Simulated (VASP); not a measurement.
A run of VASP 6.6.1 is set up as follows.

File INCAR:

```
ALGO     = Normal         # electronic algorithm
EDIFF    = 1E-8           # SCF threshold, eV
ENCUT    = 520            # plane-wave cutoff, eV
GGA      = PE             # functional
ISIF     = 2              # what is computed and relaxed
ISMEAR   = -1             # smearing method
LASPH    = True           # aspherical terms in the spheres
LCHARG   = False          # write CHGCAR
LEFG     = True         
LREAL    = False          # projectors in reciprocal space
LWAVE    = False          # write WAVECAR
NBANDS   = 9              # bands
NELM     = 100            # most SCF steps
PREC     = Accurate       # precision mode
SIGMA    = 0.05           # smearing width, eV
```

KPOINTS

```
k-points
0
Gamma
  12 12 7
```

The input POSCAR:

```
Mg
1.0
    3.1443151174      0.0000000000      0.0000000000
   -1.5721575586      2.7230567692      0.0000000000
    0.0000000000      0.0000000000      5.1048716881
Mg
2
Direct
    0.3333333333      0.6666666667      0.2500000000
    0.6666666667      0.3333333333      0.7500000000
```

Potentials or basis: VASP PAW PBE potentials, release 64 (Mg).

The run is started by

```sh
$ cat potpaw_PBE.64/Mg/POTCAR > POTCAR
$ mpirun -np 1 vasp_std > vasp.out
```

Question: Predict the band gap on the k mesh.

Answer: Zero (bands 2 and 3 overlap by 2.25 eV).

Question: Predict the pressure.

Answer: 1.8 GPa.

Electric field gradients, principal values (V/Å²):
| atom | least | middle | greatest (by size) |
| --- | --- | --- | --- |
| 1 Mg | -0.548 | -0.548 | 1.095 |
| 2 Mg | -0.548 | -0.548 | 1.095 |

Caveat: without QUAD_EFG the Cq values of the log hold for a quadrupole moment of 1 mb, not for the nuclei.
